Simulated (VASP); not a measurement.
# Ti4C in VASP: single point with PBE

Aim: the single point of Ti4C with PBE.

All numbers are computed with VASP 6.6.1; they aren't measurements. Logs are shortened: lines on timing, memory, paths and dates and some standing lists are left out, and cuts for length are marked.

## (1) The cell of the first run

The cell holds a slab with vacuum, 5 atoms: a = 2.908 Å, b = 4.112 Å, c = 19.654 Å, α = 90.00°, β = 90.00°, γ = 90.00°.

## (2) Single point, PBE

File INCAR:

```
SYSTEM = Ti4C
PREC = Accurate
ENCUT = 520
EDIFF = 1E-6
ISMEAR = 0
SIGMA = 0.1
LREAL = .FALSE.
LASPH = .TRUE.
NELM = 100
ALGO = Normal
ISIF = 2
LWAVE = .FALSE.
LCHARG = .FALSE.
LDIPOL = .TRUE.
IDIPOL = 3
DIPOL = 0.5 0.5 0.342
GGA = PE
NBANDS = 34
```

File KPOINTS:

```
Automatic mesh
0
G
  9 7 1
  0 0 0
```

File POSCAR:

```
Ti4C
1.0
    2.9076478547      0.0000000000      0.0000000000
    0.0000000000      4.1120350307      0.0000000000
    0.0000000000      0.0000000000     19.6538060989
Ti C
4 1
Direct
    0.5000000000      0.5000000000      0.2035229197
    0.0000000000      0.0000000000      0.2774945423
    0.5000000000      0.5000000000      0.3439527020
    0.0000000000      0.0000000000      0.4148716059
    0.1666666667      0.3000000000      0.4698385528
```

Potentials or basis: VASP PAW PBE potentials, release 64 (Ti_sv, C).

Command:

```console
> cat potpaw_PBE.64/Ti_sv/POTCAR potpaw_PBE.64/C/POTCAR > POTCAR
> mpirun -np 1 vasp_std > vasp.out
```

OUTCAR:

```text
SYSTEM = Ti4C
   PREC = Accurate
   ENCUT = 520
   EDIFF = 1E-6
   ISMEAR = 0
   LREAL = .FALSE.
   LASPH = .TRUE.
   NELM = 100
   ISIF = 2
   GGA = PE

 ion  position               nearest neighbor table
   1  0.500  0.500  0.204-   3 2.76   2 2.91   2 2.91   2 2.91   2 2.91
   2  0.000  0.000  0.277-   4 2.70   3 2.84   3 2.84   3 2.84   3 2.84   1 2.91   1 2.91   1 2.91
                             1 2.91
   3  0.500  0.500  0.344-   1 2.76   2 2.84   2 2.84   2 2.84   2 2.84   4 2.88   4 2.88   4 2.88
                             4 2.88
   4  0.000  0.000  0.415-   5 1.71   2 2.70   3 2.88   3 2.88   3 2.88   3 2.88
   5  0.167  0.300  0.470-   4 1.71

  LATTYP: Found a simple orthorhombic cell.
 ALAT       =     2.9076478547
 B/A-ratio  =     1.4142135624
 C/A-ratio  =     6.7593488211

  Lattice vectors:

 A1 = (   2.9076478547,   0.0000000000,   0.0000000000)
 A2 = (   0.0000000000,   4.1120350307,   0.0000000000)
 A3 = (   0.0000000000,   0.0000000000,  19.6538060989)

Analysis of symmetry for initial positions (statically):
=====================================================================
 Subroutine PRICEL returns:
 Original cell was already a primitive cell.

 Routine SETGRP: Setting up the symmetry group for a
 simple orthorhombic supercell.

 Subroutine GETGRP returns: Found  1 space group operations
 (whereof  1 operations were pure point group operations)
 out of a pool of  8 trial point group operations.

The static configuration has the point symmetry C_1 .

Analysis of symmetry for dynamics (positions and initial velocities):
=====================================================================
 Subroutine PRICEL returns:
 Original cell was already a primitive cell.

 Routine SETGRP: Setting up the symmetry group for a
 simple orthorhombic supercell.

 Subroutine GETGRP returns: Found  1 space group operations
 (whereof  1 operations were pure point group operations)
 out of a pool of  8 trial point group operations.

The dynamic configuration has the point symmetry C_1 .

 Subroutine INISYM returns: Found  1 space group operations
 (whereof  1 operations are pure point group operations),
 and found     1 'primitive' translations

----------------------------------------------------------------------------------------

                                     Primitive cell

  volume of cell :     234.9878

  direct lattice vectors                    reciprocal lattice vectors
[... 102 lines left out ...]
   TEBEG  =    0.0;   TEEND  =   0.0 temperature during run
   PSTRESS=    0.0 pullay stress
   NELECT =      52.0000    total number of electrons
   NUPDOWN=      -1.0000    fix difference up-down
   EMIN   =  10.00;   EMAX   =-10.00  energy-range for DOS
   EFERMI =   0.00;   METHOD = LEGACY
   ISMEAR =     0;   SIGMA  =   0.10  broadening in eV -4-tet -1-fermi 0-gaus
   EFERMI_NEDOS =   21; number of points for ismear=-14 and -15
   IALGO  =     38    algorithm
   IMIX   =      4    mixing-type and parameters
     AMIX     =   0.40;   BMIX     =  1.00
     AMIX_MAG =   1.60;   BMIX_MAG =  1.00
  volume/ion in A,a.u.               =      47.00       317.16
  Fermi-wavevector in a.u.,A,eV,Ry     =   0.990210  1.871226 13.340741  0.980517
  Thomas-Fermi vector in A             =   2.121865
   LORBIT       =      0    0 simple, 1 ext, 2 COOP (PROOUT), +10 PAW based schemes
   GGA     = PE    functional components
   LHFCALC =     F    Hartree Fock is set to
   AEXX    =    0.0000 exact exchange contribution
   IVDW    =     0    specifies the selected vdW correction
   LEPSILON=     F    determine dielectric tensor
   LRPA    =     F    only Hartree local field effects (RPA)
 non-spin polarized calculation
 Gauss-broadening in eV      SIGMA  =   0.10
  energy-cutoff  :      520.00
  volume of cell :      234.99
 maximum number of plane-waves:      6369
 NGX is ok and might be reduce to    24
   NGX = 11   NGY = 15   NGZ = 73

 dipolmoment           0.000000      0.000000     -0.006015 electrons x Angstroem

 number of electron      52.0000014 magnetization

 dipolmoment           0.000000      0.000000      0.206194 electrons x Angstroem

 Free energy of the ion-electron system (eV)
  ---------------------------------------------------
  ext. energy  EPLUGINS =         0.00000000
  ---------------------------------------------------
  free energy    TOTEN  =       -34.49036807 eV

  energy without entropy =      -34.46334451  energy(sigma->0) =      -34.47685629

 E-fermi :  -0.5837     XC(G=0):  -4.7721

 val. band max:       -0.5994644954   @ k =   0.1111  -0.4286   0.0000
 cond. band min:      -0.5705079878   @ k =   0.2222   0.4286   0.0000
 fundamental gap:      0.0289565076
 Fermi energy:        -0.5837218793

 k-point     1 :       0.0000    0.0000    0.0000
  band No.  band energies     occupation
      1     -57.6147      2.00000
      2     -57.3815      2.00000
      3     -57.1969      2.00000
      4     -56.7206      2.00000
      5     -34.0332      2.00000
      6     -33.9539      2.00000
[... 877 lines left out ...]
     33       0.9358      0.00000
     34       1.1175      0.00000

 [... further k-points ...]

------------------------ aborting loop because EDIFF is reached ----------------------------------------

 vacuum level on the upper side and lower side of the slab       (xc-potential included)         1.509        -1.617

  FORCE on cell =-STRESS in cart. coord.  units (eV):
  Direction    XX          YY          ZZ          XY          YZ          ZX
  --------------------------------------------------------------------------------------
  -------------------------------------------------------------------------------------
  Total        0.6067057     -0.6586128     -0.3215978      2.0640989      4.6390309      2.8288349
  in kB        4.1365984     -4.4905079     -2.1926958     14.0732953     31.6295176     19.2873650
  external PRESSURE =      -0.8488684 kB  Pullay stress =       0.0000000 kB

 VOLUME and BASIS-vectors are now :
 -----------------------------------------------------------------------------
  energy-cutoff  :      520.00
  volume of cell :      234.99
      direct lattice vectors                 reciprocal lattice vectors
     2.907647855  0.000000000  0.000000000     0.343920602  0.000000000  0.000000000
     0.000000000  4.112035031  0.000000000     0.000000000  0.243188590  0.000000000
     0.000000000  0.000000000 19.653806099     0.000000000  0.000000000  0.050880730

 POSITION                                       TOTAL-FORCE (eV/Angst)
 -----------------------------------------------------------------------------------
      1.45382      2.05602      4.00000        -0.033895     -0.135713      0.409785
      0.00000      0.00000      5.45382        -0.085667      0.255707     -0.773481
      1.45382      2.05602      6.75998        -0.005420     -0.779078      0.558325
      0.00000      0.00000      8.15381        -2.142358     -2.747866     -0.268763
      0.48461      1.23361      9.23412         2.267340      3.406950      0.074133
 -----------------------------------------------------------------------------------
    total drift:                                0.000028      0.000101      0.001389

  FREE ENERGIE OF THE ION-ELECTRON SYSTEM (eV)
  ---------------------------------------------------
  free  energy   TOTEN  =       -34.4903680713 eV

  energy  without entropy=      -34.4633445131  energy(sigma->0) =      -34.47685629

 vacuum level on the upper side and lower side of the slab         5.777         2.541
```

OSZICAR:

```text
N       E                     dE             d eps       ncg     rms          rms(c)
DAV:   1     0.600007463671E+03    0.60001E+03   -0.28132E+04  2576   0.148E+03
DAV:   2     0.438308407556E+02   -0.55618E+03   -0.54512E+03  2372   0.467E+02
DAV:   3    -0.298341732435E+02   -0.73665E+02   -0.71789E+02  3726   0.146E+02
[... 22 lines left out ...]
DAV:  26    -0.344903582709E+02   -0.17305E-04   -0.18641E-06  1740   0.720E-03    0.236E-03
DAV:  27    -0.344903643888E+02   -0.61179E-05   -0.55602E-07  1526   0.344E-03    0.128E-03
DAV:  28    -0.344903665936E+02   -0.22048E-05   -0.24168E-07  1408   0.255E-03    0.563E-04
DAV:  29    -0.344903678098E+02   -0.12163E-05   -0.14936E-07  1460   0.178E-03    0.274E-04
DAV:  30    -0.344903680713E+02   -0.26144E-06   -0.52482E-08  1298   0.119E-03
   1 F= -.34490368E+02 E0= -.34476856E+02  d E =-.270236E-01
```

Wall time 6.9 min (1 thread of Intel Xeon Platinum 8375C at 2.90GHz (Ice Lake), shared host); peak memory 0.44 GiB.

What came out:

| Item | Value |
| --- | --- |
| Free energy | -34.4904 eV |
| Largest force | 4.093 eV/Å |
| Band gap on the k mesh | zero (bands 26 and 27 overlap by 0.24 eV) |

Forces in eV/Å, atoms in the order of the input:
```
Ti  -0.034 -0.136  0.410
Ti  -0.086  0.256 -0.773
Ti  -0.005 -0.779  0.558
Ti  -2.142 -2.748 -0.269
C    2.267  3.407  0.074
```

Levels at points of the mesh, in eV from the Fermi level:
| k point | band 23 | band 24 | band 25 | band 26 | band 27 | band 28 | band 29 | band 30 |
| --- | --- | --- | --- | --- | --- | --- | --- | --- |
| (0.00, 0.00, 0.00) | -1.16 | -0.91 | -0.23 | 0.05 | 0.31 | 0.38 | 0.75 | 1.03 |
